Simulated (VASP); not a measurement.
# BN (Pm) in VASP: single point with PBEsol

Aim: the single point of BN with PBEsol.

Everything below comes from runs of VASP 6.6.1. Logs are shortened: lines on timing, memory, paths and dates and some standing lists are left out, and cuts for length are marked.

## (1) The cell of the first run

The structure is monoclinic, space group Pm (No. 6). Conventional cell: a = 2.504 Å, b = 7.019 Å, c = 2.504 Å, α = 90.00°, β = 120.00°, γ = 90.00°. Within 1.9 Å of B (site symmetry m) lie 3 N at 1.45 Å. B (site symmetry m) has 3 N at 1.34 to 1.53 Å within 1.8 Å. N (site symmetry m) has 3 B at 1.34 to 1.53 Å within 1.8 Å. Within 1.9 Å of N (site symmetry m) lie 3 B at 1.45 Å.

## (2) Single point, PBEsol (atom 3 (N) moved +0.113 Å along Cartesian [1 -1 0])

The input, INCAR:

```
PREC = Accurate ; ENCUT = 520
EDIFF = 1E-7 ; ISMEAR = 0
SIGMA = 0.05 ; LREAL = F
LASPH = T ; NELM = 100
ALGO = Normal ; ISIF = 2
LWAVE = F ; LCHARG = T
GGA = PS ; LELF = T
LVHAR = T ; NBANDS = 16
```

The input, KPOINTS:

```
regular mesh
0
Gamma
  12 12 4
```

The input, POSCAR:

```
BN
1.0
    2.5043488457      0.0000000000      0.0000000000
   -1.2521744229      2.1688297203      0.0000000000
    0.0000000000      0.0000000000      7.0190956742
B N
2 2
Direct
    0.3333333333      0.6666666667      0.2500000000
    0.6666666667      0.3333333333      0.7500000000
    0.3467586116      0.6299881243      0.7500000000
    0.6666666667      0.3333333333      0.2500000000
```

Potentials or basis: VASP PAW PBE potentials, release 64 (B, N).

Started as:

```console
cat potpaw_PBE.64/B/POTCAR potpaw_PBE.64/N/POTCAR > POTCAR
mpirun -np 1 vasp_std > vasp.out
```

OUTCAR:

```text
PREC = Accurate
   ENCUT = 520
   EDIFF = 1E-7
   ISMEAR = 0
   LREAL = F
   LASPH = T
   NELM = 100
   ISIF = 2
   GGA = PS

 ion  position               nearest neighbor table
   1  0.333  0.667  0.250-   4 1.45   4 1.45   4 1.45
   2  0.667  0.333  0.750-   3 1.34   3 1.48   3 1.53
   3  0.347  0.630  0.750-   2 1.34   2 1.48   2 1.53
   4  0.667  0.333  0.250-   1 1.45   1 1.45   1 1.45

  LATTYP: Found a hexagonal cell.
 ALAT       =     2.5043488457
 C/A-ratio  =     2.8027627566

  Lattice vectors:

 A1 = (   2.5043488457,   0.0000000000,   0.0000000000)
 A2 = (  -1.2521744229,   2.1688297203,   0.0000000000)
 A3 = (   0.0000000000,   0.0000000000,   7.0190956742)

Analysis of symmetry for initial positions (statically):
=====================================================================
 Subroutine PRICEL returns:
 Original cell was already a primitive cell.

 Routine SETGRP: Setting up the symmetry group for a
 hexagonal supercell.

 Subroutine GETGRP returns: Found  2 space group operations
 (whereof  1 operations were pure point group operations)
 out of a pool of 24 trial point group operations.

The static configuration has the point symmetry C_1 .
 The point group associated with its full space group is C_1h.

Analysis of symmetry for dynamics (positions and initial velocities):
=====================================================================
 Subroutine PRICEL returns:
 Original cell was already a primitive cell.

 Routine SETGRP: Setting up the symmetry group for a
 hexagonal supercell.

 Subroutine GETGRP returns: Found  2 space group operations
 (whereof  1 operations were pure point group operations)
 out of a pool of 24 trial point group operations.

The dynamic configuration has the point symmetry C_1 .
 The point group associated with its full space group is C_1h.

 Subroutine INISYM returns: Found  2 space group operations
 (whereof  1 operations are pure point group operations),
 and found     1 'primitive' translations

----------------------------------------------------------------------------------------

                                     Primitive cell

  volume of cell :      38.1243

  direct lattice vectors                    reciprocal lattice vectors
     2.504348846  0.000000000  0.000000000     0.399305393  0.230539076  0.000000000
    -1.252174423  2.168829720  0.000000000     0.000000000  0.461078152  0.000000000
     0.000000000  0.000000000  7.019095674     0.000000000  0.000000000  0.142468495

  length of vectors
     2.504348846  2.504348846  7.019095674     0.461078152  0.461078152  0.142468495

  position of ions in fractional coordinates (direct lattice)
     0.333333333  0.666666667  0.250000000
     0.666666667  0.333333333  0.750000000
     0.346758612  0.629988124  0.750000000
     0.666666667  0.333333333  0.250000000

  ion indices of the primitive-cell ions
   primitive index   ion index
                 1           1
                 2           2
                 3           3
                 4           4

----------------------------------------------------------------------------------------

 KPOINTS: regular mesh

Automatic generation of k-mesh.
 Grid dimensions read from file:
 generate k-points for:   12   12    4

 Generating k-lattice:

  Cartesian coordinates                     Fractional coordinates (reciprocal lattice)
     0.033275449  0.019211590  0.000000000     0.083333333  0.000000000  0.000000000
     0.000000000  0.038423179  0.000000000     0.000000000  0.083333333  0.000000000
     0.000000000  0.000000000  0.035617124     0.000000000  0.000000000  0.250000000

  Length of vectors
     0.038423179  0.038423179  0.035617124

  Shift w.r.t. Gamma in fractional coordinates (k-lattice)
     0.000000000  0.000000000  0.000000000

 Subroutine IBZKPT returns following result:
 ===========================================

 Found    222 irreducible k-points:

 Following reciprocal coordinates:
            Coordinates               Weight
  0.000000  0.000000  0.000000      1.000000
  0.083333 -0.000000  0.000000      2.000000
  0.000000  0.083333  0.000000      2.000000
 -0.083333  0.083333  0.000000      2.000000
  0.166667 -0.000000  0.000000      2.000000
  0.000000  0.166667  0.000000      2.000000
[... 16 lines left out ...]
  0.166667  0.083333  0.000000      2.000000
 -0.083333  0.250000  0.000000      2.000000
 [... further k-points ...]
   k-points           NKPTS =    222   k-points in BZ     NKDIM =    222   number of bands    NBANDS=     16
   number of dos      NEDOS =    301   number of ions     NIONS =      4
   total plane-waves  NPLWV =  21600
   dimension x,y,z NGX =    20 NGY =   20 NGZ =   54
   dimension x,y,z NGXF=    40 NGYF=   40 NGZF=  108
   ions per type =               2   2
   NGX,Y,Z   is equivalent  to a cutoff of  13.28, 13.28, 12.79 a.u.
   NGXF,Y,Z  is equivalent  to a cutoff of  26.55, 26.55, 25.58 a.u.
 SYSTEM =  unknown system
   PREC   = accura    normal or accurate (medium, high low for compatibility)
   ISTART =      0    job   : 0-new  1-cont  2-samecut
   ICHARG =      2    charge: 1-file 2-atom 10-const
   ISPIN  =      1    spin polarized calculation?
   LNONCOLLINEAR =      F non collinear calculations
   LSORBIT =      F    spin-orbit coupling
   LASPH  =      T    aspherical Exc in radial PAW
   ENCUT  =  520.0 eV  38.22 Ry    6.18 a.u.   4.66  4.66 13.05*2*pi/ulx,y,z
   NELM   =    100;   NELMIN=  2; NELMDL= -5     # of ELM steps
   EDIFF  = 0.1E-06   stopping-criterion for ELM
   LREAL  =      F    real-space projection
   EDIFFG = 0.1E-05   stopping-criterion for IOM
   NSW    =      0    number of steps for IOM
   IBRION =     -1    ionic relax: 0-MD 1-quasi-New 2-CG
   NFREE  =      0    steps in history (QN), initial steepest desc. (CG)
   ISIF   =      2    stress and relaxation
   ISYM   =      2    0-nonsym 1-usesym 2-fastsym
   POTIM  = 0.5000    time-step for ionic-motion
   TEBEG  =    0.0;   TEEND  =   0.0 temperature during run
   PSTRESS=    0.0 pullay stress
   NELECT =      16.0000    total number of electrons
   NUPDOWN=      -1.0000    fix difference up-down
   EMIN   =  10.00;   EMAX   =-10.00  energy-range for DOS
   EFERMI =   0.00;   METHOD = LEGACY
   ISMEAR =     0;   SIGMA  =   0.05  broadening in eV -4-tet -1-fermi 0-gaus
   EFERMI_NEDOS =   21; number of points for ismear=-14 and -15
   IALGO  =     38    algorithm
   IMIX   =      4    mixing-type and parameters
     AMIX     =   0.40;   BMIX     =  1.00
     AMIX_MAG =   1.60;   BMIX_MAG =  1.00
  volume/ion in A,a.u.               =       9.53        64.32
  Fermi-wavevector in a.u.,A,eV,Ry     =   1.225691  2.316220 20.440284  1.502319
  Thomas-Fermi vector in A             =   2.360720
   LORBIT       =      0    0 simple, 1 ext, 2 COOP (PROOUT), +10 PAW based schemes
   GGA     = PS    functional components
   LHFCALC =     F    Hartree Fock is set to
   AEXX    =    0.0000 exact exchange contribution
   IVDW    =     0    specifies the selected vdW correction
   LEPSILON=     F    determine dielectric tensor
   LRPA    =     F    only Hartree local field effects (RPA)
 non-spin polarized calculation
 Gauss-broadening in eV      SIGMA  =   0.05
  energy-cutoff  :      520.00
  volume of cell :       38.12
 maximum number of plane-waves:      1058
   NGX =  9   NGY =  9   NGZ = 27

 number of electron      15.9999998 magnetization

 Free energy of the ion-electron system (eV)
  ---------------------------------------------------
  ext. energy  EPLUGINS =         0.00000000
  ---------------------------------------------------
  free energy    TOTEN  =       -36.28381142 eV

  energy without entropy =      -36.28381142  energy(sigma->0) =      -36.28381142

 E-fermi :   2.0552     XC(G=0):  -9.9216

 val. band max:        1.7549133264   @ k =   0.3333   0.3333   0.0000
 cond. band min:       5.7198662843   @ k =   0.5000   0.5000   0.5000
 fundamental gap:      3.9649529579
 Fermi energy:         2.0551730625

 k-point     1 :       0.0000    0.0000    0.0000
  band No.  band energies     occupation
      1     -15.9615      2.00000
      2     -15.7654      2.00000
      3      -4.3206      2.00000
      4      -2.6745      2.00000
      5      -0.7855      2.00000
      6       0.4466      2.00000
[... 8 lines left out ...]
     15      14.7138      0.00000
     16      15.1202      0.00000

 k-point     2 :       0.0833   -0.0000    0.0000
  band No.  band energies     occupation
      1     -15.8260      2.00000
      2     -15.6332      2.00000
      3      -4.1350      2.00000
      4      -2.5048      2.00000
      5      -1.1161      2.00000
      6      -0.1148      2.00000
[... 8 lines left out ...]
     15      14.2388      0.00000
     16      15.5666      0.00000

 k-point     3 :       0.0000    0.0833    0.0000
  band No.  band energies     occupation
      1     -15.8249      2.00000
      2     -15.6319      2.00000
      3      -4.1363      2.00000
      4      -2.5065      2.00000
      5      -1.0390      2.00000
      6      -0.1150      2.00000
[... 8 lines left out ...]
     15      14.2572      0.00000
     16      15.6198      0.00000

 k-point     4 :      -0.0833    0.0833    0.0000
  band No.  band energies     occupation
      1     -15.8286      2.00000
      2     -15.6361      2.00000
      3      -4.1319      2.00000
      4      -2.5009      2.00000
      5      -1.2213      2.00000
      6      -0.1145      2.00000
[... 8 lines left out ...]
     15      14.1968      0.00000
     16      15.1221      0.00000
[... 324 lines left out ...]
 k-point    22 :      -0.1667    0.0833    0.0000
  band No.  band energies     occupation
      1     -15.5648      2.00000
      2     -15.3789      2.00000
      3      -3.7596      2.00000
      4      -2.1605      2.00000
      5      -1.9355      2.00000
      6      -1.0343      2.00000
[... 8 lines left out ...]
     15      14.7610      0.00000
     16      15.8448      0.00000

 k-point    23 :       0.1667    0.0833    0.0000
  band No.  band energies     occupation
      1     -15.0312      2.00000
      2     -14.8566      2.00000
      3      -3.0577      2.00000
      4      -2.7144      2.00000
      5      -2.5264      2.00000
      6      -1.5350      2.00000
[... 8 lines left out ...]
     15      16.0718      0.00000
     16      16.7173      0.00000

 k-point    24 :      -0.0833    0.2500    0.0000
  band No.  band energies     occupation
      1     -15.0394      2.00000
      2     -14.8666      2.00000
      3      -3.0466      2.00000
      4      -2.7539      2.00000
      5      -2.5267      2.00000
      6      -1.5221      2.00000
[... 8 lines left out ...]
     15      16.0910      0.00000
     16      16.2623      0.00000

 [... further k-points ...]
[... 5 lines left out ...]
  --------------------------------------------------------------------------------------
  -------------------------------------------------------------------------------------
  Total        2.1326304     -0.1284059     -0.0267108     -1.3451608      0.0000000      0.0000000
  in kB       89.6240848     -5.3962756     -1.1225259    -56.5305675      0.0000000      0.0000000
  external PRESSURE =      27.7017611 kB  Pullay stress =       0.0000000 kB

 VOLUME and BASIS-vectors are now :
 -----------------------------------------------------------------------------
  energy-cutoff  :      520.00
  volume of cell :       38.12
      direct lattice vectors                 reciprocal lattice vectors
     2.504348846  0.000000000  0.000000000     0.399305393  0.230539076  0.000000000
    -1.252174423  2.168829720  0.000000000     0.000000000  0.461078152  0.000000000
     0.000000000  0.000000000  7.019095674     0.000000000  0.000000000  0.142468495

 POSITION                                       TOTAL-FORCE (eV/Angst)
 -----------------------------------------------------------------------------------
     -0.00000      1.44589      1.75477         0.000723     -0.001114      0.000000
      1.25217      0.72294      5.26432         4.193069     -3.348454      0.000000
      0.07955      1.36634      5.26432        -4.198333      3.351760      0.000000
      1.25217      0.72294      1.75477         0.004541     -0.002192      0.000000
 -----------------------------------------------------------------------------------
    total drift:                                0.000074     -0.000051     -0.000000

  FREE ENERGIE OF THE ION-ELECTRON SYSTEM (eV)
  ---------------------------------------------------
  free  energy   TOTEN  =       -36.2838114153 eV

  energy  without entropy=      -36.2838114153  energy(sigma->0) =      -36.28381142
```

Run time: 70 s. Hardware: 1 thread of Intel Xeon 6975P-C (Granite Rapids), shared host; peak memory 0.24 GiB.

Results:

```yaml
Free_energy: -36.2838 eV
Pressure: 2.8 GPa
Largest_force: 5.372 eV/Å
Band_gap_on_the_k_mesh: 3.96 eV, indirect (least direct gap 4.42 eV)
```

Forces on the atoms (eV/Å):
```
B    0.001 -0.001  0.000
B    4.193 -3.348  0.000
N   -4.198  3.352  0.000
N    0.005 -0.002  0.000
```

Stress tensor (GPa, compression positive):
```
 8.96 -5.65  0.00
-5.65 -0.54  0.00
 0.00  0.00 -0.11
```

Caveat: the cell differs from its parent crystal (atom 3 (N) moved +0.113 Å along Cartesian [1 -1 0]); the PAW data sets were made with another functional, which shifts forces and pressure a little; this functional lacks dispersion, which binds the layers, so the pressure and a relaxed spacing across them are unreliable.
